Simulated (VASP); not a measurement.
Wanted: the native input for a VASP 6.6.1 run.

- Task: single point
- Functional: PBE
- Potentials or basis: VASP PAW PBE potentials, release 64 (Cu, O)
- Cutoff: 520 eV
- k mesh: 4 × 7 × 4
- Occupations: fermi-dirac, width 0.05 eV
- Spin: collinear spin
- Starting moments: [1.0, -1.0, 1.0, -1.0, 0.0, 0.0, 0.0, 0.0] μB
- Dipole correction: no
- Further INCAR settings: ALGO = Normal; EDIFF = 1e-06; NBANDS = 48

The structure of CuO lies in POSCAR:

```
CuO
1.0
    4.6791000000     -3.4805000000      0.0000000000
    2.3395500000      1.7402500000      0.0000000000
   -0.7652000000      0.0000000000      5.0607800000
Cu O
4 4
Direct
    0.0000000000      0.5000000000      0.0000000000
    0.5000000000      0.5000000000      0.0000000000
    0.2500000000      0.0000000000      0.5000000000
    0.7500000000      0.0000000000      0.5000000000
    0.2738500000      0.4523000000      0.2500000000
    0.7738500000      0.4523000000      0.2500000000
    0.2261500000      0.5477000000      0.7500000000
    0.7261500000      0.5477000000      0.7500000000
```

The input as run:

INCAR

```
PREC = Accurate ; ENCUT = 520
EDIFF = 1E-6 ; ISMEAR = -1
SIGMA = 0.05 ; LREAL = False
LASPH = True ; NELM = 150
ALGO = Normal ; ISIF = 2
LWAVE = False ; LCHARG = True
ISPIN = 2 ; MAGMOM = 1 -1 1 -1 0 0 0 0
LORBIT = 11 ; LMAXMIX = 4
GGA = PE ; LELF = True
LVHAR = True ; NBANDS = 48
```

KPOINTS

```
regular mesh
0
Gamma
  4 7 4
```

Potentials or basis: VASP PAW PBE potentials, release 64 (Cu, O).

Launch:

```bash
$ cat potpaw_PBE.64/Cu/POTCAR potpaw_PBE.64/O/POTCAR > POTCAR
$ mpirun -np 1 vasp_std > vasp.out
```

Results of the run:

```json
{
 "Pressure": "7.6 GPa",
 "Largest force": "0.222 eV/Å",
 "Band gap on the k mesh": "zero (filled and empty bands overlap)",
 "Net moment": "0.00 μB per cell",
 "Valence electrons inside the program's atomic spheres": "Cu 9.93; O 4.97"
}
```

Caveat: the cell stands under pressure; semilocal functionals often make such compounds metallic where correlation or magnetic order opens a gap, which also shifts bond lengths.

Wall time 7.5 min on 1 thread of Oxide Virtual Turin-like Processor, with other jobs on the host, peak memory 0.41 GiB.
